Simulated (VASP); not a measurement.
# BN (F-43m) in VASP: further runs

Runs on BN. Level: PBE. Tasks: elastic constants, vibrations by perturbation theory.

Everything below comes from runs of VASP 6.6.1. Logs are shortened: lines on timing, memory, paths and dates and some standing lists are left out, and cuts for length are marked.

## Step 1: The cell of the first run

Symmetry: F-43m, No. 216, cubic system. The conventional cell has a = 3.571 Å, b = 3.571 Å, c = 3.571 Å, α = 90.00°, β = 90.00°, γ = 90.00°. Within 2.1 Å of B (site symmetry -43m) lie 4 N at 1.55 Å. N (site symmetry -43m) has 4 B at 1.55 Å within 2.1 Å.

## Step 2: Elastic constants, PBE

File INCAR:

```
PREC     = Accurate       # precision mode
ENCUT    = 600            # plane-wave cutoff, eV
EDIFF    = 1E-8           # SCF threshold, eV
ISMEAR   = 0              # smearing method
SIGMA    = 0.01           # smearing width, eV
LREAL    = F              # projectors in reciprocal space
LASPH    = T              # aspherical terms in the spheres
NELM     = 80             # most SCF steps
ALGO     = Normal         # electronic algorithm
ISIF     = 3              # what is computed and relaxed
LWAVE    = F              # write WAVECAR
LCHARG   = F              # write CHGCAR
GGA      = PE             # functional
IBRION   = 6              # ionic algorithm
NFREE    = 2            
POTIM    = 0.015          # step
NSW      = 1              # ionic steps
```

File KPOINTS:

```
regular mesh
0
Gamma
  12 12 12
```

File POSCAR:

```
BN
1.0
    0.0000000000      1.7855895471      1.7855895471
    1.7855895471      0.0000000000      1.7855895471
    1.7855895471      1.7855895471      0.0000000000
B N
1 1
Direct
    0.0000000000      0.0000000000      0.0000000000
    0.7500000000      0.7500000000      0.7500000000
```

Potentials or basis: VASP PAW PBE potentials, release 64 (B, N).

Run with:

```
$ cat potpaw_PBE.64/B/POTCAR potpaw_PBE.64/N/POTCAR > POTCAR
$ mpirun -np 1 vasp_std > vasp.out
```

OUTCAR:

```text
PREC = Accurate
   ENCUT = 600
   EDIFF = 1E-8
   ISMEAR = 0
   LREAL = F
   LASPH = T
   NELM = 80
   ISIF = 3
   GGA = PE
   IBRION = 6
   NFREE = 2
   POTIM = 0.015
   NSW = 1

 ion  position               nearest neighbor table
   1  0.000  0.000  0.000-   2 1.55   2 1.55   2 1.55   2 1.55
   2  0.750  0.750  0.750-   1 1.55   1 1.55   1 1.55   1 1.55

  LATTYP: Found a face centered cubic cell.
 ALAT       =     3.5711790942

  Lattice vectors:

 A1 = (   0.0000000000,   1.7855895471,   1.7855895471)
 A2 = (   1.7855895471,   0.0000000000,   1.7855895471)
 A3 = (   1.7855895471,   1.7855895471,   0.0000000000)

Analysis of symmetry for initial positions (statically):
=====================================================================
 Subroutine PRICEL returns:
 Original cell was already a primitive cell.

 Routine SETGRP: Setting up the symmetry group for a
 face centered cubic supercell.

 Subroutine GETGRP returns: Found 24 space group operations
 (whereof 24 operations were pure point group operations)
 out of a pool of 48 trial point group operations.

The static configuration has the point symmetry T_d .

Analysis of symmetry for dynamics (positions and initial velocities):
=====================================================================
 Subroutine PRICEL returns:
 Original cell was already a primitive cell.

 Routine SETGRP: Setting up the symmetry group for a
 face centered cubic supercell.

 Subroutine GETGRP returns: Found 24 space group operations
 (whereof 24 operations were pure point group operations)
 out of a pool of 48 trial point group operations.

The dynamic configuration has the point symmetry T_d .

 Subroutine INISYM returns: Found 24 space group operations
 (whereof 24 operations are pure point group operations),
 and found     1 'primitive' translations

----------------------------------------------------------------------------------------

                                     Primitive cell

  volume of cell :      11.3861

  direct lattice vectors                    reciprocal lattice vectors
     0.000000000  1.785589547  1.785589547    -0.280019560  0.280019560  0.280019560
     1.785589547  0.000000000  1.785589547     0.280019560 -0.280019560  0.280019560
     1.785589547  1.785589547  0.000000000     0.280019560  0.280019560 -0.280019560

  length of vectors
     2.525204954  2.525204954  2.525204954     0.485008106  0.485008106  0.485008106

  position of ions in fractional coordinates (direct lattice)
     0.000000000  0.000000000  0.000000000
     0.750000000  0.750000000  0.750000000

  ion indices of the primitive-cell ions
   primitive index   ion index
                 1           1
                 2           2

----------------------------------------------------------------------------------------

 KPOINTS: regular mesh

Automatic generation of k-mesh.
 Grid dimensions read from file:
 generate k-points for:   12   12   12

 Generating k-lattice:

  Cartesian coordinates                     Fractional coordinates (reciprocal lattice)
    -0.023334963  0.023334963  0.023334963     0.083333333  0.000000000  0.000000000
[... 100 lines left out ...]
 number of electron       7.9999998 magnetization

 Free energy of the ion-electron system (eV)
  ---------------------------------------------------
  ext. energy  EPLUGINS =         0.00000000
  ---------------------------------------------------
  free energy    TOTEN  =       -17.42471533 eV

  energy without entropy =      -17.42471533  energy(sigma->0) =      -17.42471533

------------------------ aborting loop because EDIFF is reached ----------------------------------------

  FORCE on cell =-STRESS in cart. coord.  units (eV):
  Direction    XX          YY          ZZ          XY          YZ          ZX
  --------------------------------------------------------------------------------------
  -------------------------------------------------------------------------------------
  Total        1.2847212      1.2847212      1.2847212     -0.0000000      0.0000000     -0.0000000
  in kB      180.7775806    180.7775806    180.7775806     -0.0000000      0.0000000     -0.0000000
  external PRESSURE =     180.7775806 kB  Pullay stress =       0.0000000 kB
[... 89 lines left out ...]
  FREE ENERGIE OF THE ION-ELECTRON SYSTEM (eV)
  ---------------------------------------------------
  free  energy   TOTEN  =       -17.3984837162 eV

  energy  without entropy=      -17.3984837162  energy(sigma->0) =      -17.39848372

[... ionic steps 4 to 14 ...]

--------------------------------------- Ionic step       15  -------------------------------------------

 number of electron       7.9999998 magnetization

------------------------ aborting loop because EDIFF is reached ----------------------------------------
[... 67 lines left out ...]
--------------------------------------- Ionic step       17  -------------------------------------------

 number of electron       7.9999999 magnetization

 Free energy of the ion-electron system (eV)
  ---------------------------------------------------
  ext. energy  EPLUGINS =         0.00000000
  ---------------------------------------------------
  free energy    TOTEN  =       -17.42173558 eV

  energy without entropy =      -17.42173558  energy(sigma->0) =      -17.42173558

 E-fermi :   8.1489     XC(G=0): -13.0038

 val. band max:        7.9975509669   @ k =   0.0000   0.0000   0.0000
 cond. band min:      12.3541644135   @ k =   0.5000   0.5000   0.0000
 fundamental gap:      4.3566134466
 Fermi energy:         8.1488593802

 k-point     1 :       0.0000    0.0000    0.0000
  band No.  band energies     occupation
      1     -12.7929      2.00000
      2       7.7183      2.00000
      3       7.8626      2.00000
      4       7.9976      2.00000
      5      16.7457      0.00000
      6      16.8510      0.00000
      7      16.9718      0.00000
      8      18.8127      0.00000
[... 243 lines left out ...]
 k-point    24 :      -0.4167    0.1667    0.0000
  band No.  band energies     occupation
      1      -8.0222      2.00000
      2      -2.4327      2.00000
      3       3.5614      2.00000
      4       5.2182      2.00000
      5      17.3545      0.00000
      6      20.2955      0.00000
      7      20.5512      0.00000
      8      23.9833      0.00000

 [... further k-points ...]
[... 5 lines left out ...]
  --------------------------------------------------------------------------------------
  -------------------------------------------------------------------------------------
  Total        1.2878727      1.2910463      1.2910463      0.0000000     -0.0557782      0.0000000
  in kB      181.2210447    181.6676153    181.6676153      0.0000000     -7.8487467      0.0000000
  external PRESSURE =     181.5187585 kB  Pullay stress =       0.0000000 kB
[... 17 lines left out ...]
  FREE ENERGIE OF THE ION-ELECTRON SYSTEM (eV)
  ---------------------------------------------------
  free  energy   TOTEN  =       -17.4217355759 eV

  energy  without entropy=      -17.4217355759  energy(sigma->0) =      -17.42173558

 INTERNAL STRAIN TENSORS FROM STRAINED CELLS
 ============================================

 INTERNAL STRAIN TENSOR FOR ION    1 for displacements in x,y,z  (eV/Angst):
          X           Y           Z          XY          YZ          ZX
  --------------------------------------------------------------------------------
  x    -0.00000     0.00000     0.00000     0.00000    -3.72012     0.00000
  y     0.00000    -0.00000     0.00000     0.00000    -0.00000    -3.72031
  z     0.00000     0.00000     0.00000    -3.71985     0.00000     0.00000

 INTERNAL STRAIN TENSORS FROM DISPLACED ATOMS
 ============================================

 INTERNAL STRAIN TENSOR FOR ION    1 for displacements in x,y,z  (eV/Angst):
          X           Y           Z          XY          YZ          ZX
  --------------------------------------------------------------------------------
  x    -0.00000     0.00000     0.00000     0.00000    -3.71755     0.00000
  y     0.00000    -0.00000     0.00000     0.00000     0.00000    -3.71755
  z     0.00000     0.00000    -0.00000    -3.71755     0.00000     0.00000

 INTERNAL STRAIN TENSOR FOR ION    2 for displacements in x,y,z  (eV/Angst):
          X           Y           Z          XY          YZ          ZX
  --------------------------------------------------------------------------------
  x     0.00000    -0.00000    -0.00000     0.00000     3.71848     0.00000
  y     0.00000     0.00000     0.00000     0.00000     0.00000     3.71848
  z    -0.00000    -0.00000     0.00000     3.71848     0.00000     0.00000

 Eigenvectors and eigenvalues of the dynamical matrix
 ----------------------------------------------------

   1 f  =   32.576553 THz   204.684521 2PiTHz 1086.636853 cm-1   134.725738 meV
             X         Y         Z           dx          dy          dz
      0.000000  0.000000  0.000000    -0.751238    0.000000    0.000000
      2.678384  2.678384  2.678384     0.660032    0.000000    0.000000
[... 21 lines left out ...]
   6 f/i=    0.002449 THz     0.015387 2PiTHz    0.081685 cm-1     0.010128 meV
             X         Y         Z           dx          dy          dz
      0.000000  0.000000  0.000000     0.000000    0.000000   -0.660032
      2.678384  2.678384  2.678384     0.000000    0.000000   -0.751238

--------------------------------------------------------------------------------------------------------

 ELASTIC MODULI CONTR FROM IONIC RELAXATION (kBar)
 Direction    XX          YY          ZZ          XY          YZ          ZX
 --------------------------------------------------------------------------------
 XX          -0.0000     -0.0000     -0.0000      0.0000     -0.0000     -0.0000
 YY          -0.0000     -0.0000     -0.0000      0.0000      0.0000     -0.0000
 ZZ          -0.0000     -0.0000     -0.0000     -0.0000      0.0000     -0.0000
 XY           0.0000      0.0000     -0.0000    -73.4335      0.0000      0.0000
 YZ          -0.0000      0.0000      0.0000      0.0000    -73.4335      0.0000
 ZX          -0.0000     -0.0000     -0.0000      0.0000      0.0000    -73.4335
 --------------------------------------------------------------------------------

 TOTAL ELASTIC MODULI (kBar)
 Direction    XX          YY          ZZ          XY          YZ          ZX
 --------------------------------------------------------------------------------
 XX        8435.5845   2084.2076   2084.2076      0.0000      0.0000      0.0000
 YY        2084.2076   8435.5845   2084.2076      0.0000      0.0000     -0.0000
 ZZ        2084.2076   2084.2076   8435.5845     -0.0000      0.0000     -0.0000
 XY           0.0000      0.0000     -0.0000   4923.2407      0.0000     -0.0000
 YZ           0.0000      0.0000      0.0000      0.0000   4923.2407      0.0000
 ZX           0.0000     -0.0000     -0.0000     -0.0000      0.0000   4923.2407
 --------------------------------------------------------------------------------
```

It took 4.8 min on 1 thread of Intel Xeon Platinum 8259CL at 2.50GHz (Skylake/Cascade Lake), shared host; peak memory 0.23 GiB.

Results:

```
Elastic constants C11, C12, C44                         : 844, 208, 492 GPa
Voigt bulk modulus                                      : 420 GPa
Highest phonon frequency at Γ, LO-TO splitting left out : 1087 cm⁻¹
```

Phonon frequencies in cm⁻¹ (negative: imaginary):
```csv
q point,frequencies
"(0.000, 0.000, 0.000)",0 0 0 1087 1087 1087
```

Elastic tensor in Voigt notation (GPa, in the Cartesian axes of the cell as first typed):
```
844 208 208   0   0   0
208 844 208   0   0   0
208 208 844   0   0   0
  0   0   0 492   0   0
  0   0   0   0 492   0
  0   0   0   0   0 492
```

Clamped-ion elastic tensor (GPa):
```
844 208 208   0   0   0
208 844 208   0   0   0
208 208 844   0   0   0
  0   0   0 500   0   0
  0   0   0   0 500   0
  0   0   0   0   0 500
```

Caveat: the cell is under stress, which shifts elastic constants.

## Step 3: Elastic constants, PBE

This run uses another cell than the first one, of 5.85 Å³/atom.

File INCAR:

```
PREC     = Accurate       # precision mode
ENCUT    = 600            # plane-wave cutoff, eV
EDIFF    = 1E-8           # SCF threshold, eV
ISMEAR   = 0              # smearing method
SIGMA    = 0.01           # smearing width, eV
LREAL    = False          # projectors in reciprocal space
LASPH    = True           # aspherical terms in the spheres
NELM     = 80             # most SCF steps
ALGO     = Normal         # electronic algorithm
ISIF     = 3              # what is computed and relaxed
LWAVE    = False          # write WAVECAR
LCHARG   = False          # write CHGCAR
GGA      = PE             # functional
IBRION   = 6              # ionic algorithm
NFREE    = 2            
POTIM    = 0.015          # step
NSW      = 1              # ionic steps
```

KPOINTS is that of step 2.

File POSCAR:

```
BN
1.0
    0.0000000000      1.8013883605      1.8013883605
    1.8013883605      0.0000000000      1.8013883605
    1.8013883605      1.8013883605      0.0000000000
B N
1 1
Direct
    0.0000000000      0.0000000000      0.0000000000
    0.7500000000      0.7500000000      0.7500000000
```

Potentials or basis: VASP PAW PBE potentials, release 64 (B, N).

Run with:

```
$ cat potpaw_PBE.64/B/POTCAR potpaw_PBE.64/N/POTCAR > POTCAR
$ mpirun -np 1 vasp_std > vasp.out
```

It took 4.7 min on 1 thread of Intel Xeon Platinum 8259CL at 2.50GHz (Skylake/Cascade Lake), shared host; peak memory 0.23 GiB.

Results (log left out):

| Item | Value |
| --- | --- |
| Elastic constants C11, C12, C44 | 805, 185, 464 GPa |
| Voigt bulk modulus | 392 GPa |
| Highest phonon frequency at Γ, LO-TO splitting left out | 1053 cm⁻¹ |

Phonon frequencies in cm⁻¹ (negative: imaginary):
```tsv
q point	frequencies
(0.000, 0.000, 0.000)	0 0 0 1053 1053 1053
```

Elastic tensor in Voigt notation (GPa, in the Cartesian axes of the cell as first typed):
```
805 185 185   0   0   0
185 805 185   0   0   0
185 185 805   0   0   0
  0   0   0 464   0   0
  0   0   0   0 464   0
  0   0   0   0   0 464
```

Clamped-ion elastic tensor (GPa):
```
805 185 185   0   0   0
185 805 185   0   0   0
185 185 805   0   0   0
  0   0   0 467   0   0
  0   0   0   0 467   0
  0   0   0   0   0 467
```

Caveat: the cell is under stress, which shifts elastic constants.

(Continued in part 2 of 3.)
